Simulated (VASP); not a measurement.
Li: single point with PBE

Li:

```
Li
1.0
     3.85831    0.00000    0.00000
     0.00000    3.99228    0.00000
     0.00000    0.00000    5.44313
Li
8
Direct
  0.25000 0.20800 0.03600
  0.25000 0.29200 0.53600
  0.75000 0.79200 0.96400
  0.75000 0.70800 0.46400
  0.25000 0.84200 0.31900
  0.25000 0.65800 0.81900
  0.75000 0.15800 0.68100
  0.75000 0.34200 0.18100
```

- Program: VASP 6.6.1
- Task: single point
- Functional: PBE
- Potentials or basis: VASP PAW PBE potentials, release 64 (Li_sv)
- Cutoff: 520 eV
- k mesh: 8 × 8 × 6
- Occupations: fermi-dirac, width 0.1 eV
- Spin: no spin polarisation
- Dipole correction: no
- k mesh for the DOS: 12 × 12 × 9
- Occupations for the DOS: tetrahedron
- Further INCAR settings: ALGO = Normal; EDIFF = 1e-06; NBANDS = 22

```yaml
Valence_electrons_inside_the_program's_atomic_spheres: Li 2.17
```

Levels at points of the mesh, in eV from the Fermi level:
```tsv
k point	band 9	band 10	band 11	band 12	band 13	band 14	band 15	band 16
(0.00, 0.00, 0.00)	-4.25	-1.72	-1.09	-0.11	0.07	3.22	4.02	4.45
(0.50, 0.00, 0.00)	-2.91	-2.91	-0.26	-0.26	0.56	0.56	2.34	2.34
(0.00, 0.50, 0.00)	-2.98	-2.98	-1.19	-1.19	1.55	1.55	2.19	2.19
(0.50, 0.50, 0.00)	-1.76	-1.76	-1.31	-1.31	0.16	0.16	0.59	0.59
```

It took 2.8 min on 1 thread of AMD EPYC 9R45 96-Core Processor (Zen 5), on a shared host, peak memory 0.35 GiB.
